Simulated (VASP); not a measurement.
# NaH3 (C2/c) in VASP: notebook

NaH3 is run at these levels: PBE; tasks: single point.

Everything below comes from runs of VASP 6.6.1. Logs are shortened: lines on timing, memory, paths and dates and some standing lists are left out, and cuts for length are marked.

**1. The cell of the first run**

It takes space group C2/c (No. 15, monoclinic). The conventional cell has a = 12.868 Å, b = 4.585 Å, c = 4.579 Å, α = 90.00°, β = 109.22°, γ = 90.00°. Within 3.1 Å of Na (site symmetry 2) lie 8 H at 2.29 to 3.08 Å. H (site symmetry 1) has 1 H at 0.75 Å within 1.0 Å. Within 3.0 Å of H (site symmetry 2) lie 4 Na at 2.29 Å.

**2. Single point, PBE (15.94 Å³/atom)**

INCAR reads:

```
SYSTEM = NaH3
PREC = Accurate
ENCUT = 500
EDIFF = 1E-6
ISMEAR = 0
SIGMA = 0.02
LREAL = .FALSE.
LASPH = .TRUE.
NELM = 120
ALGO = Normal
ISIF = 2
LWAVE = .FALSE.
LCHARG = .TRUE.
GGA = PE
LELF = .TRUE.
LVHAR = .TRUE.
NBANDS = 20
GGA_COMPAT = .FALSE.
```

KPOINTS reads:

```
Automatic mesh
0
G
  6 6 6
  0 0 0
```

POSCAR reads:

```
NaH3
1.0
    6.4337046232     -2.2923768535      0.0550282636
    6.4337046232      2.2923768535      0.0550282636
   -1.5440644995      0.0000000000      4.3108320220
Na H
2 6
Direct
    0.2499160927      0.7500839073      0.7500000000
    0.7500839073      0.2499160927      0.2500000000
    0.5463474656      0.9495315805      0.0642205270
    0.7501483005      0.2498516995      0.7500000000
    0.0504684195      0.4536525344      0.4357794730
    0.9495315805      0.5463474656      0.5642205270
    0.4536525344      0.0504684195      0.9357794730
    0.2498516995      0.7501483005      0.2500000000
```

Potentials or basis: VASP PAW PBE potentials, release 64 (Na_pv, H).

Command:

```console
cat potpaw_PBE.64/Na_pv/POTCAR potpaw_PBE.64/H/POTCAR > POTCAR
mpirun -np 1 vasp_std > vasp.out
```

OUTCAR:

```text
SYSTEM = NaH3
   PREC = Accurate
   ENCUT = 500
   EDIFF = 1E-6
   ISMEAR = 0
   LREAL = .FALSE.
   LASPH = .TRUE.
   NELM = 120
   ISIF = 2
   GGA = PE

 ion  position               nearest neighbor table
   1  0.250  0.750  0.750-
   2  0.750  0.250  0.250-
   3  0.546  0.950  0.064-   7 0.75
   4  0.750  0.250  0.750-
   5  0.050  0.454  0.436-   6 0.75
   6  0.950  0.546  0.564-   5 0.75
   7  0.454  0.050  0.936-   3 0.75
   8  0.250  0.750  0.250-

  LATTYP: Found a base centered monoclinic cell.
 ALAT       =    12.8678799013
 B/A-ratio  =     0.3562944123
 C/A-ratio  =     0.3558486914
 COS(beta)  =    -0.3291400524

  Lattice vectors:

 A1 = (   6.4337046232,  -2.2923768535,   0.0550282636)
 A2 = (   6.4337046232,   2.2923768535,   0.0550282636)
 A3 = (  -1.5440644995,   0.0000000000,   4.3108320220)

Analysis of symmetry for initial positions (statically):
=====================================================================
 Subroutine PRICEL returns:
 Original cell was already a primitive cell.

 Routine SETGRP: Setting up the symmetry group for a
 base centered monoclinic supercell.

 Subroutine GETGRP returns: Found  4 space group operations
 (whereof  2 operations were pure point group operations)
 out of a pool of  4 trial point group operations.

The static configuration has the point symmetry S_2 .
 The point group associated with its full space group is C_2h.

Analysis of symmetry for dynamics (positions and initial velocities):
=====================================================================
 Subroutine PRICEL returns:
 Original cell was already a primitive cell.

 Routine SETGRP: Setting up the symmetry group for a
 base centered monoclinic supercell.

 Subroutine GETGRP returns: Found  4 space group operations
 (whereof  2 operations were pure point group operations)
 out of a pool of  4 trial point group operations.

The dynamic configuration has the point symmetry S_2 .
 The point group associated with its full space group is C_2h.

 Subroutine INISYM returns: Found  4 space group operations
 (whereof  2 operations are pure point group operations),
 and found     1 'primitive' translations

----------------------------------------------------------------------------------------

                                     Primitive cell

  volume of cell :     127.5460

  direct lattice vectors                    reciprocal lattice vectors
     6.433704623 -2.292376853  0.055028264     0.077478361 -0.218114225  0.027751391
     6.433704623  2.292376853  0.055028264     0.077478361  0.218114225  0.027751391
    -1.544064499  0.000000000  4.310832022    -0.001978040  0.000000000  0.231265281

  length of vectors
     6.830122614  6.830122614  4.579018225     0.233124111  0.233124111  0.231273740

  position of ions in fractional coordinates (direct lattice)
     0.249916093  0.750083907  0.750000000
     0.750083907  0.249916093  0.250000000
     0.546347466  0.949531581  0.064220527
     0.750148301  0.249851699  0.750000000
     0.050468419  0.453652534  0.435779473
     0.949531581  0.546347466  0.564220527
     0.453652534  0.050468419  0.935779473
     0.249851699  0.750148301  0.250000000

  ion indices of the primitive-cell ions
   primitive index   ion index
                 1           1
                 2           2
                 3           3
                 4           4
                 5           5
                 6           6
                 7           7
                 8           8

----------------------------------------------------------------------------------------

 KPOINTS: Automatic mesh

Automatic generation of k-mesh.
 Grid dimensions read from file:
 generate k-points for:    6    6    6

 Generating k-lattice:

  Cartesian coordinates                     Fractional coordinates (reciprocal lattice)
     0.012913060 -0.036352371  0.004625232     0.166666667 -0.000000000  0.000000000
     0.012913060  0.036352371  0.004625232    -0.000000000  0.166666667  0.000000000
    -0.000329673  0.000000000  0.038544213    -0.000000000 -0.000000000  0.166666667

  Length of vectors
     0.038854019  0.038854019  0.038545623

  Shift w.r.t. Gamma in fractional coordinates (k-lattice)
     0.000000000  0.000000000  0.000000000

 Subroutine IBZKPT returns following result:
 ===========================================

 Found     68 irreducible k-points:

 Following reciprocal coordinates:
            Coordinates               Weight
  0.000000  0.000000  0.000000      1.000000
  0.166667  0.000000  0.000000      4.000000
  0.333333 -0.000000  0.000000      4.000000
  0.500000 -0.000000  0.000000      2.000000
  0.166667  0.166667  0.000000      2.000000
  0.333333  0.166667  0.000000      4.000000
[... 16 lines left out ...]
 -0.333333  0.166667  0.166667      4.000000
 -0.166667  0.166667  0.166667      4.000000
 [... further k-points ...]
   k-points           NKPTS =     68   k-points in BZ     NKDIM =     68   number of bands    NBANDS=     20
   number of dos      NEDOS =    301   number of ions     NIONS =      8
   total plane-waves  NPLWV =  90000
   dimension x,y,z NGX =    50 NGY =   50 NGZ =   36
   dimension x,y,z NGXF=   100 NGYF=  100 NGZF=   72
   ions per type =               2   6
   NGX,Y,Z   is equivalent  to a cutoff of  12.17, 12.17, 13.07 a.u.
   NGXF,Y,Z  is equivalent  to a cutoff of  24.34, 24.34, 26.14 a.u.
 SYSTEM =  NaH3
   PREC   = accura    normal or accurate (medium, high low for compatibility)
   ISTART =      0    job   : 0-new  1-cont  2-samecut
   ICHARG =      2    charge: 1-file 2-atom 10-const
   ISPIN  =      1    spin polarized calculation?
   LNONCOLLINEAR =      F non collinear calculations
   LSORBIT =      F    spin-orbit coupling
   LASPH  =      T    aspherical Exc in radial PAW
   ENCUT  =  500.0 eV  36.75 Ry    6.06 a.u.  12.45 12.45  8.35*2*pi/ulx,y,z
   NELM   =    120;   NELMIN=  2; NELMDL= -5     # of ELM steps
   EDIFF  = 0.1E-05   stopping-criterion for ELM
   LREAL  =      F    real-space projection
   EDIFFG = 0.1E-04   stopping-criterion for IOM
   NSW    =      0    number of steps for IOM
   IBRION =     -1    ionic relax: 0-MD 1-quasi-New 2-CG
   NFREE  =      0    steps in history (QN), initial steepest desc. (CG)
   ISIF   =      2    stress and relaxation
   ISYM   =      2    0-nonsym 1-usesym 2-fastsym
   POTIM  = 0.5000    time-step for ionic-motion
   TEBEG  =    0.0;   TEEND  =   0.0 temperature during run
   PSTRESS=    0.0 pullay stress
   NELECT =      20.0000    total number of electrons
   NUPDOWN=      -1.0000    fix difference up-down
   EMIN   =  10.00;   EMAX   =-10.00  energy-range for DOS
   EFERMI =   0.00;   METHOD = LEGACY
   ISMEAR =     0;   SIGMA  =   0.02  broadening in eV -4-tet -1-fermi 0-gaus
   EFERMI_NEDOS =   21; number of points for ismear=-14 and -15
   IALGO  =     38    algorithm
   IMIX   =      4    mixing-type and parameters
     AMIX     =   0.40;   BMIX     =  1.00
     AMIX_MAG =   1.60;   BMIX_MAG =  1.00
  volume/ion in A,a.u.               =      15.94       107.59
  Fermi-wavevector in a.u.,A,eV,Ry     =   0.882801  1.668251 10.603521  0.779337
  Thomas-Fermi vector in A             =   2.003481
   LORBIT       =      0    0 simple, 1 ext, 2 COOP (PROOUT), +10 PAW based schemes
   GGA     = PE    functional components
   LHFCALC =     F    Hartree Fock is set to
   AEXX    =    0.0000 exact exchange contribution
   IVDW    =     0    specifies the selected vdW correction
   LEPSILON=     F    determine dielectric tensor
   LRPA    =     F    only Hartree local field effects (RPA)
 non-spin polarized calculation
 Gauss-broadening in eV      SIGMA  =   0.02
  energy-cutoff  :      500.00
  volume of cell :      127.55
 maximum number of plane-waves:      3261
 NGX is ok and might be reduce to    50
   NGX = 25   NGY = 25   NGZ = 17

 number of electron      20.0000009 magnetization

 Free energy of the ion-electron system (eV)
  ---------------------------------------------------
  ext. energy  EPLUGINS =         0.00000000
  ---------------------------------------------------
  free energy    TOTEN  =       -23.27363008 eV

  energy without entropy =      -23.27363008  energy(sigma->0) =      -23.27363008

 E-fermi :  -1.7368     XC(G=0):  -5.9610

 val. band max:       -1.8766484157   @ k =   0.0000   0.0000   0.0000
 cond. band min:       1.1575345155   @ k =   0.0000   0.0000   0.0000
 fundamental gap:      3.0341829312
 Fermi energy:        -1.7368253747

 k-point     1 :       0.0000    0.0000    0.0000
  band No.  band energies     occupation
      1     -24.8142      2.00000
      2     -24.7982      2.00000
      3     -24.7218      2.00000
      4     -24.7213      2.00000
      5     -24.6551      2.00000
      6     -24.6548      2.00000
[... 12 lines left out ...]
     19       8.5219      0.00000
     20       8.5879      0.00000

 k-point     2 :       0.1667    0.0000    0.0000
  band No.  band energies     occupation
      1     -24.8131      2.00000
      2     -24.7992      2.00000
      3     -24.7183      2.00000
      4     -24.7168      2.00000
      5     -24.6606      2.00000
      6     -24.6593      2.00000
[... 12 lines left out ...]
     19       7.4169      0.00000
     20       7.8318      0.00000

 k-point     3 :       0.3333   -0.0000    0.0000
  band No.  band energies     occupation
      1     -24.8101      2.00000
      2     -24.8021      2.00000
      3     -24.7082      2.00000
      4     -24.7046      2.00000
      5     -24.6749      2.00000
      6     -24.6714      2.00000
[... 12 lines left out ...]
     19       6.9540      0.00000
     20       8.0407      0.00000

 k-point     4 :       0.5000   -0.0000    0.0000
  band No.  band energies     occupation
      1     -24.8060      2.00000
      2     -24.8060      2.00000
      3     -24.6926      2.00000
      4     -24.6925      2.00000
      5     -24.6881      2.00000
      6     -24.6879      2.00000
[... 12 lines left out ...]
     19       6.7661      0.00000
     20       6.7948      0.00000

 k-point     5 :       0.1667    0.1667    0.0000
  band No.  band energies     occupation
      1     -24.8143      2.00000
      2     -24.7981      2.00000
      3     -24.7218      2.00000
      4     -24.7213      2.00000
      5     -24.6551      2.00000
      6     -24.6548      2.00000
[... 12 lines left out ...]
     19       8.5230      0.00000
     20       8.5476      0.00000
[... 353 lines left out ...]
      6     -24.6531      2.00000
[... 12 lines left out ...]
     19       7.1373      0.00000
     20       8.1533      0.00000

 k-point    22 :       0.5000    0.1667    0.1667
  band No.  band energies     occupation
      1     -24.8096      2.00000
      2     -24.8025      2.00000
      3     -24.7239      2.00000
      4     -24.6952      2.00000
      5     -24.6854      2.00000
      6     -24.6565      2.00000
[... 12 lines left out ...]
     19       6.9902      0.00000
     20       7.1204      0.00000

 k-point    23 :      -0.3333    0.1667    0.1667
  band No.  band energies     occupation
      1     -24.8061      2.00000
      2     -24.8059      2.00000
      3     -24.7130      2.00000
      4     -24.7130      2.00000
      5     -24.6684      2.00000
      6     -24.6684      2.00000
[... 12 lines left out ...]
     19       7.5424      0.00000
     20       7.6389      0.00000

 k-point    24 :      -0.1667    0.1667    0.1667
  band No.  band energies     occupation
      1     -24.8095      2.00000
      2     -24.8026      2.00000
      3     -24.7239      2.00000
      4     -24.6952      2.00000
      5     -24.6854      2.00000
      6     -24.6565      2.00000
[... 12 lines left out ...]
     19       8.0079      0.00000
     20       8.5812      0.00000

 [... further k-points ...]

------------------------ aborting loop because EDIFF is reached ----------------------------------------

  FORCE on cell =-STRESS in cart. coord.  units (eV):
  Direction    XX          YY          ZZ          XY          YZ          ZX
  --------------------------------------------------------------------------------------
  -------------------------------------------------------------------------------------
  Total       -0.1572546     -0.1612366     -0.1806388      0.0000000      0.0000000      0.0113578
  in kB       -1.9753644     -2.0253843     -2.2691066      0.0000000      0.0000000      0.1426715
  external PRESSURE =      -2.0899518 kB  Pullay stress =       0.0000000 kB

 VOLUME and BASIS-vectors are now :
 -----------------------------------------------------------------------------
  energy-cutoff  :      500.00
  volume of cell :      127.55
      direct lattice vectors                 reciprocal lattice vectors
     6.433704623 -2.292376853  0.055028264     0.077478361 -0.218114225  0.027751391
     6.433704623  2.292376853  0.055028264     0.077478361  0.218114225  0.027751391
    -1.544064499  0.000000000  4.310832022    -0.001978040  0.000000000  0.231265281

 POSITION                                       TOTAL-FORCE (eV/Angst)
 -----------------------------------------------------------------------------------
      5.27566      1.14657      3.28815         0.000000      0.001171     -0.000000
      6.04769     -1.14657      1.13274         0.000000     -0.001171      0.000000
      9.52488      0.92425      0.35916         0.002415      0.001636     -0.003836
      5.27566     -1.14687      3.28815         0.000000      0.004722      0.000000
      2.57049      0.92425      1.90631        -0.002415      0.001636      0.003836
      8.75285     -0.92425      2.51458         0.002415     -0.001636     -0.003836
      1.79846     -0.92425      4.06173        -0.002415     -0.001636      0.003836
      6.04769      1.14687      1.13274         0.000000     -0.004722      0.000000
 -----------------------------------------------------------------------------------
    total drift:                                0.000000      0.000000      0.000000

  FREE ENERGIE OF THE ION-ELECTRON SYSTEM (eV)
  ---------------------------------------------------
  free  energy   TOTEN  =       -23.2736300767 eV

  energy  without entropy=      -23.2736300767  energy(sigma->0) =      -23.27363008
```

It took 1.9 min on 1 thread of AMD EPYC 9R45 (Zen 5), shared host; peak memory 0.31 GiB.

What came out:

* Free energy: -23.2736 eV
* Pressure: -0.2 GPa
* Largest force: 0.005 eV/Å
* Band gap on the k mesh: 3.03 eV

Forces in eV/Å, atoms in the order of the input:
```
Na   0.000  0.001  0.000
Na   0.000 -0.001  0.000
H    0.002  0.002 -0.004
H    0.000  0.005  0.000
H   -0.002  0.002  0.004
H    0.002 -0.002 -0.004
H   -0.002 -0.002  0.004
H    0.000 -0.005  0.000
```

A k mesh can miss the band edges.

**3. Single point, PBE (16.41 Å³/atom)**

This run uses another cell than the first one, of 16.41 Å³/atom.

INCAR reads:

```
PREC = Accurate ; ENCUT = 500
EDIFF = 1E-6 ; ISMEAR = 0
SIGMA = 0.02 ; LREAL = F
LASPH = T ; NELM = 120
ALGO = Normal ; ISIF = 2
LWAVE = F ; LCHARG = F
GGA = PE ; NBANDS = 20
GGA_COMPAT = F
```

KPOINTS reads:

```
Automatic mesh
0
Gamma
  6 6 6
```

POSCAR reads:

```
NaH3
1.0
    6.5895313808     -2.2957115618      0.1085924642
    6.5895313808      2.2957115618      0.1085924642
   -1.5455905014      0.0000000000      4.3129682514
Na H
2 6
Direct
    0.2498919278      0.7501080722      0.7500000000
    0.7501080722      0.2498919278      0.2500000000
    0.5472161387      0.9489056886      0.0636805800
    0.7498966320      0.2501033680      0.7500000000
    0.0510943114      0.4527838613      0.4363194200
    0.9489056886      0.5472161387      0.5636805800
    0.4527838613      0.0510943114      0.9363194200
    0.2501033680      0.7498966320      0.2500000000
```

Potentials or basis: VASP PAW PBE potentials, release 64 (Na_pv, H).

Command:

```console
cat potpaw_PBE.64/Na_pv/POTCAR potpaw_PBE.64/H/POTCAR > POTCAR
mpirun -np 1 vasp_std > vasp.out
```

Run time: 2.1 min. Hardware: 1 thread of AMD EPYC 9R45 (Zen 5), shared host; peak memory 0.34 GiB.

It converged, with:

- Free energy: -23.2719 eV
- Pressure: -0.3 GPa
- Largest force: 0.007 eV/Å
- Band gap on the k mesh: 2.95 eV

Forces on the atoms (eV/Å):
```
Na   0.000  0.001  0.000
Na   0.000 -0.001  0.000
H    0.003  0.003 -0.006
H    0.000  0.001  0.000
H   -0.003  0.003  0.006
H    0.003 -0.003 -0.006
H   -0.003 -0.003  0.006
H    0.000 -0.001  0.000
```

Levels at points of the mesh, in eV from the valence-band top:
| k point | band 6 | band 7 | band 8 | band 9 | band 10 | band 11 | band 12 | band 13 | band 14 | band 15 |
| --- | --- | --- | --- | --- | --- | --- | --- | --- | --- | --- |
| (0.00, 0.00, 0.00) | -22.79 | -7.35 | -6.17 | -2.55 | 0.00 | 2.95 | 5.08 | 5.55 | 6.36 | 6.38 |
| (0.50, 0.00, 0.00) | -22.82 | -6.76 | -6.76 | -1.40 | -1.40 | 4.33 | 4.41 | 5.31 | 5.39 | 6.55 |
| (0.50, 0.50, 0.00) | -22.79 | -7.32 | -6.18 | -2.73 | -0.01 | 4.10 | 4.73 | 5.04 | 5.27 | 7.50 |
| (0.00, 0.00, 0.50) | -22.82 | -6.76 | -6.76 | -1.39 | -1.39 | 4.19 | 4.19 | 5.31 | 5.31 | 6.87 |
| (0.50, 0.00, 0.50) | -22.78 | -6.69 | -6.69 | -1.06 | -0.99 | 3.08 | 3.60 | 3.75 | 4.15 | 6.17 |
| (0.50, 0.50, 0.50) | -22.82 | -6.75 | -6.75 | -1.41 | -1.41 | 4.22 | 4.22 | 5.29 | 5.29 | 6.85 |

A k mesh can miss the band edges.
